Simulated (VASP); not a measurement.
# Ga3P (P-4m2) in VASP: a series of runs

Ga3P is run at these levels: PBE, r2SCAN; tasks: relaxation of shape and atoms at fixed volume, relaxation of cell and atoms, single point.

All numbers are computed with VASP 6.6.1; they aren't measurements. Logs are shortened: lines on timing, memory, paths and dates and some standing lists are left out, and cuts for length are marked.

## 1. The cell of the first run

The structure is tetragonal, space group P-4m2 (No. 115). Conventional cell: a = 3.642 Å, b = 3.642 Å, c = 6.393 Å, α = 90.00°, β = 90.00°, γ = 90.00°. Ga (site symmetry 2mm) has 2 P at 2.31 Å and 2 Ga at 2.54 Å within 3.1 Å. Ga (site symmetry -4m2) has 4 Ga at 2.54 Å within 3.4 Å. P (site symmetry -4m2) has 4 Ga at 2.31 Å within 3.1 Å.

## 2. Relaxation of shape and atoms at fixed volume, PBE (volume scaled by 0.94)

Input file INCAR:

```
PREC = Accurate
ENCUT = 600
EDIFF = 1E-6
ISMEAR = 0
SIGMA = 0.1
LREAL = False
LASPH = True
NELM = 60
ALGO = Normal
ISIF = 4
LWAVE = False
LCHARG = False
GGA = PE
IBRION = 2
NSW = 50
EDIFFG = -0.01
```

Input file KPOINTS:

```
regular mesh
0
Gamma
  10 10 6
```

Input file POSCAR:

```
Ga3P
1.0
    3.6417894089      0.0000000000      0.0000000000
    0.0000000000      3.6417894089      0.0000000000
    0.0000000000      0.0000000000      6.3926379084
Ga P
3 1
Direct
    0.5000000000      0.0000000000      0.7776139273
    0.0000000000      0.5000000000      0.2223860727
    0.5000000000      0.5000000000      0.5000000000
    0.0000000000      0.0000000000      0.0000000000
```

Potentials or basis: VASP PAW PBE potentials, release 64 (Ga_d, P).

Started as:

```
$ cat potpaw_PBE.64/Ga_d/POTCAR potpaw_PBE.64/P/POTCAR > POTCAR
$ mpirun -np 1 vasp_std > vasp.out
```

OUTCAR:

```text
PREC = Accurate
   ENCUT = 600
   EDIFF = 1E-6
   ISMEAR = 0
   LREAL = False
   LASPH = True
   NELM = 60
   ISIF = 4
   GGA = PE
   IBRION = 2
   NSW = 50
   EDIFFG = -0.01

 ion  position               nearest neighbor table
   1  0.500  0.000  0.778-   4 2.31   4 2.31   3 2.54   3 2.54
   2  0.000  0.500  0.222-   4 2.31   4 2.31   3 2.54   3 2.54
   3  0.500  0.500  0.500-   1 2.54   2 2.54   1 2.54   2 2.54
   4  0.000  0.000  0.000-   1 2.31   2 2.31   2 2.31   1 2.31

  LATTYP: Found a simple tetragonal cell.
 ALAT       =     3.6417894089
 C/A-ratio  =     1.7553562797

  Lattice vectors:

 A1 = (   3.6417894089,   0.0000000000,   0.0000000000)
 A2 = (   0.0000000000,   3.6417894089,   0.0000000000)
 A3 = (   0.0000000000,   0.0000000000,   6.3926379084)

Analysis of symmetry for initial positions (statically):
=====================================================================
 Subroutine PRICEL returns:
 Original cell was already a primitive cell.

 Routine SETGRP: Setting up the symmetry group for a
 simple tetragonal supercell.

 Subroutine GETGRP returns: Found  8 space group operations
 (whereof  8 operations were pure point group operations)
 out of a pool of 16 trial point group operations.

The static configuration has the point symmetry D_2d.

Analysis of symmetry for dynamics (positions and initial velocities):
=====================================================================
 Subroutine PRICEL returns:
 Original cell was already a primitive cell.

 Routine SETGRP: Setting up the symmetry group for a
 simple tetragonal supercell.

 Subroutine GETGRP returns: Found  8 space group operations
 (whereof  8 operations were pure point group operations)
 out of a pool of 16 trial point group operations.

The dynamic configuration has the point symmetry D_2d.

 Subroutine INISYM returns: Found  8 space group operations
 (whereof  8 operations are pure point group operations),
 and found     1 'primitive' translations

----------------------------------------------------------------------------------------

                                     Primitive cell

  volume of cell :      84.7832

  direct lattice vectors                    reciprocal lattice vectors
     3.641789409  0.000000000  0.000000000     0.274590287  0.000000000  0.000000000
     0.000000000  3.641789409  0.000000000     0.000000000  0.274590287  0.000000000
     0.000000000  0.000000000  6.392637908     0.000000000  0.000000000  0.156429946

  length of vectors
     3.641789409  3.641789409  6.392637908     0.274590287  0.274590287  0.156429946

  position of ions in fractional coordinates (direct lattice)
     0.500000000  0.000000000  0.777613927
     0.000000000  0.500000000  0.222386073
     0.500000000  0.500000000  0.500000000
     0.000000000  0.000000000  0.000000000

  ion indices of the primitive-cell ions
   primitive index   ion index
                 1           1
                 2           2
                 3           3
                 4           4

----------------------------------------------------------------------------------------

 KPOINTS: regular mesh

Automatic generation of k-mesh.
 Grid dimensions read from file:
 generate k-points for:   10   10    6

 Generating k-lattice:

  Cartesian coordinates                     Fractional coordinates (reciprocal lattice)
     0.027459029  0.000000000  0.000000000     0.100000000  0.000000000  0.000000000
     0.000000000  0.027459029  0.000000000     0.000000000  0.100000000  0.000000000
     0.000000000  0.000000000  0.026071658     0.000000000  0.000000000  0.166666667

  Length of vectors
     0.027459029  0.027459029  0.026071658

  Shift w.r.t. Gamma in fractional coordinates (k-lattice)
     0.000000000  0.000000000  0.000000000

 Subroutine IBZKPT returns following result:
 ===========================================

 Found     84 irreducible k-points:

 Following reciprocal coordinates:
            Coordinates               Weight
  0.000000  0.000000  0.000000      1.000000
[... 37 lines left out ...]
   PSTRESS=    0.0 pullay stress
   NELECT =      44.0000    total number of electrons
   NUPDOWN=      -1.0000    fix difference up-down
   EMIN   =  10.00;   EMAX   =-10.00  energy-range for DOS
   EFERMI =   0.00;   METHOD = LEGACY
   ISMEAR =     0;   SIGMA  =   0.10  broadening in eV -4-tet -1-fermi 0-gaus
   EFERMI_NEDOS =   21; number of points for ismear=-14 and -15
   IALGO  =     38    algorithm
   IMIX   =      4    mixing-type and parameters
     AMIX     =   0.40;   BMIX     =  1.00
     AMIX_MAG =   1.60;   BMIX_MAG =  1.00
  volume/ion in A,a.u.               =      21.20       143.04
  Fermi-wavevector in a.u.,A,eV,Ry     =   1.315596  2.486116 23.548858  1.730792
  Thomas-Fermi vector in A             =   2.445767
   LORBIT       =      0    0 simple, 1 ext, 2 COOP (PROOUT), +10 PAW based schemes
   GGA     = PE    functional components
   LHFCALC =     F    Hartree Fock is set to
   AEXX    =    0.0000 exact exchange contribution
   IVDW    =     0    specifies the selected vdW correction
   LEPSILON=     F    determine dielectric tensor
   LRPA    =     F    only Hartree local field effects (RPA)
 conjugate gradient relaxation of ions
 non-spin polarized calculation
 Gauss-broadening in eV      SIGMA  =   0.10
  energy-cutoff  :      600.00
  volume of cell :       84.78
 maximum number of plane-waves:      2857
 NGX is ok and might be reduce to    30
   NGX = 15   NGY = 15   NGZ = 25

--------------------------------------- Ionic step        1  -------------------------------------------

 number of electron      44.0000010 magnetization

 Free energy of the ion-electron system (eV)
  ---------------------------------------------------
  ext. energy  EPLUGINS =         0.00000000
  ---------------------------------------------------
  free energy    TOTEN  =       -14.47782203 eV

  energy without entropy =      -14.47518547  energy(sigma->0) =      -14.47650375

------------------------ aborting loop because EDIFF is reached ----------------------------------------

  FORCE on cell =-STRESS in cart. coord.  units (eV):
  Direction    XX          YY          ZZ          XY          YZ          ZX
  --------------------------------------------------------------------------------------
  -------------------------------------------------------------------------------------
  Total        1.7987859      1.7987859      2.1701176      0.0000000     -0.0000000     -0.0000000
  in kB       33.9922808     33.9922808     41.0094629      0.0000000     -0.0000000     -0.0000000
  external PRESSURE =      36.3313415 kB  Pullay stress =       0.0000000 kB
[... 137 lines left out ...]
  energy  without entropy=      -14.4768722851  energy(sigma->0) =      -14.47810307

--------------------------------------- Ionic step        5  -------------------------------------------

 number of electron      44.0000029 magnetization

 Free energy of the ion-electron system (eV)
  ---------------------------------------------------
  ext. energy  EPLUGINS =         0.00000000
  ---------------------------------------------------
  free energy    TOTEN  =       -14.47943217 eV

  energy without entropy =      -14.47700909  energy(sigma->0) =      -14.47822063

 E-fermi :   4.1312     XC(G=0):  -9.9038

 val. band max:        4.1174103371   @ k =   0.2000   0.2000   0.0000
 cond. band min:       4.1858766772   @ k =   0.1000   0.0000   0.0000
 fundamental gap:      0.0684663401
 Fermi energy:         4.1312358986

 k-point     1 :       0.0000    0.0000    0.0000
  band No.  band energies     occupation
      1     -10.6608      2.00000
      2     -10.6608      2.00000
      3     -10.6589      2.00000
      4     -10.6223      2.00000
      5     -10.5027      2.00000
      6     -10.4692      2.00000
[... 685 lines left out ...]
     25       7.7457      0.00000
     26       9.4525      0.00000

 [... further k-points ...]

------------------------ aborting loop because EDIFF is reached ----------------------------------------

  FORCE on cell =-STRESS in cart. coord.  units (eV):
  Direction    XX          YY          ZZ          XY          YZ          ZX
  --------------------------------------------------------------------------------------
  -------------------------------------------------------------------------------------
  Total        1.7924413      1.7924413      1.8260998      0.0000000     -0.0000000      0.0000000
  in kB       33.8723846     33.8723846     34.5084402      0.0000000     -0.0000000      0.0000000
  external PRESSURE =      34.0844031 kB  Pullay stress =       0.0000000 kB
[... 19 lines left out ...]
  FREE ENERGIE OF THE ION-ELECTRON SYSTEM (eV)
  ---------------------------------------------------
  free  energy   TOTEN  =       -14.4794321741 eV

  energy  without entropy=      -14.4770090891  energy(sigma->0) =      -14.47822063

 reached required accuracy - stopping structural energy minimisation
```

It took 7.7 min on 1 thread of Intel Xeon Platinum 8259CL at 2.50GHz (Skylake/Cascade Lake), shared host; peak memory 0.34 GiB.

Results:

```
Free energy                  : -14.4794 eV
Energy gained by relaxing    : 0.4 meV/atom
Ionic steps                  : 5
Pressure after relaxing      : 3.4 GPa
Largest force after relaxing : 0.009 eV/Å
Band gap on the k mesh       : zero (band 22 reaches 6.65 eV, above the bottom of band 23 at 2.32 eV)
```

Forces in eV/Å, atoms in the order of the input:
```
Ga   0.000  0.000  0.009
Ga   0.000  0.000 -0.009
Ga   0.000  0.000  0.000
P    0.000  0.000  0.000
```

The path:
```
step  energy change (eV)  largest force (eV/Å)  pressure (GPa)  volume (Å³)
   1              0.0000                0.0810            3.63        84.78
   2             -0.0012                0.0177            3.50        84.78
   3             -0.0015                0.0239            3.43        84.78
   4             -0.0015                0.0284            3.42        84.78
   5             -0.0016                0.0093            3.41        84.78
```

Final structure:
```yaml
crystal:
  lattice:
    - [3.63078, 0.00000, 0.00000]
    - [0.00000, 3.63078, 0.00000]
    - [0.00000, 0.00000, 6.43148]
  atoms:
    - { symbol: Ga, position: [0.50000, 0.00000, 0.77676] }
    - { symbol: Ga, position: [0.00000, 0.50000, 0.22324] }
    - { symbol: Ga, position: [0.50000, 0.50000, 0.50000] }
    - { symbol: P, position: [0.00000, 0.00000, 0.00000] }
```

Levels at points of the mesh, in eV from the Fermi level:
```csv
k point,band 18,band 19,band 20,band 21,band 22,band 23,band 24,band 25,band 26
"(0.00, 0.00, 0.00)",-7.15,-1.38,-1.38,0.21,1.98,3.10,3.20,3.20,4.03
"(0.50, 0.00, 0.00)",-5.05,-4.54,-2.97,-2.93,-0.59,3.16,3.95,4.79,5.80
"(0.50, 0.50, 0.00)",-5.97,-4.84,-3.13,-1.81,-1.81,-0.74,1.47,1.89,1.89
"(0.00, 0.00, 0.50)",-3.72,-3.56,-1.25,-1.25,2.06,2.06,3.06,3.22,5.62
"(0.50, 0.00, 0.50)",-5.83,-5.73,-1.14,-0.58,-0.42,1.40,1.72,3.30,4.52
"(0.50, 0.50, 0.50)",-5.90,-4.66,-3.33,-2.31,-2.31,-1.81,4.29,4.29,4.37
```

Caveat: the cell differs from its parent crystal (volume scaled by 0.94).

(Continued in part 2 of 2.)
